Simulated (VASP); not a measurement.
Input of a VASP 6.6.1 run:

Contents of INCAR:

```
SYSTEM = Sn
  PREC = Accurate
  ENCUT = 520
  EDIFF = 1E-6
  ISMEAR = -1
  SIGMA = 0.1
  LREAL = .False.
  LASPH = .True.
  NELM = 80
  ALGO = Normal
  ISIF = 2
  LWAVE = .False.
  LCHARG = .False.
  GGA = B5
  ALDAX = 1.0
  AGGAX = 1.0
  AGGAC = 1.0
  ALDAC = 0.0
  NBANDS = 13
```

The input KPOINTS:

```
Automatic mesh
0
Gamma
  16 16 16
  0 0 0
```

POSCAR

```
Sn
1.0
    3.2561640143      0.0000000000      0.0000000000
    0.0000000000      3.2561640143      0.0000000000
    0.0000000000      0.0000000000      3.2561640143
Sn
1
Direct
    0.0000000000      0.0000000000      0.0000000000
```

Potentials or basis: VASP PAW PBE potentials, release 64 (Sn_d).

Command:

```sh
$ cat potpaw_PBE.64/Sn_d/POTCAR > POTCAR
$ mpirun -np 1 vasp_std > vasp.out
```

(1) Estimate the band gap on the k mesh.

(2) What does it give for the pressure?

## Answers

(1) zero (band 7 reaches 10.26 eV, above the bottom of band 8 at 4.04 eV).

(2) -2.1 GPa.

Caveat: the PAW data sets were made with another functional, which shifts forces and pressure a little; spin-orbit coupling is left out, which moves the levels of the heavy elements.
